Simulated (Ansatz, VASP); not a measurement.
**WSe2 in VASP and in Ansatz**

```
W Se
1.0
     3.50264    0.00000    0.00000
    -1.75132    3.03337    0.00000
     0.00000    0.00000   14.94764
W Se
1 2
Direct
  0.00000 0.00000 0.00000
  0.33333 0.66667 0.09979
  0.33333 0.66667 0.90021
```

Alike in both runs: task single point; functional LDA; k mesh 12 × 12 × 2; occupations gaussian, width 0.05 eV; no spin polarisation.

|  | VASP | Ansatz |
| --- | --- | --- |
| version | VASP 6.6.1 | Ansatz 0.2.0 |
| potentials or method | VASP PAW LDA potentials, release 64 (W_sv, Se), cutoff 500 eV | scalar-relativistic, plane waves, PAW |
| valence electrons in the cell | 26 | 46 |

```csv
,VASP,Ansatz,Ansatz less VASP
gap on the k mesh at the Fermi level (eV),none,none,-
rms of the force components (eV/Å),0.827,0.781,-0.0463
```

LDA's correlation is that of Perdew and Zunger in VASP and of Perdew and Wang (1992) in Ansatz. Atom by atom the forces differ by 0.046 eV/Å (rms over components). A gap of «none» marks a metal or a gap that the smearing closes. VASP's potentials hold 26 valence electrons a cell and Ansatz's 46, so a difference there can come from the potentials and not from the codes.

Spin-orbit coupling is off throughout.
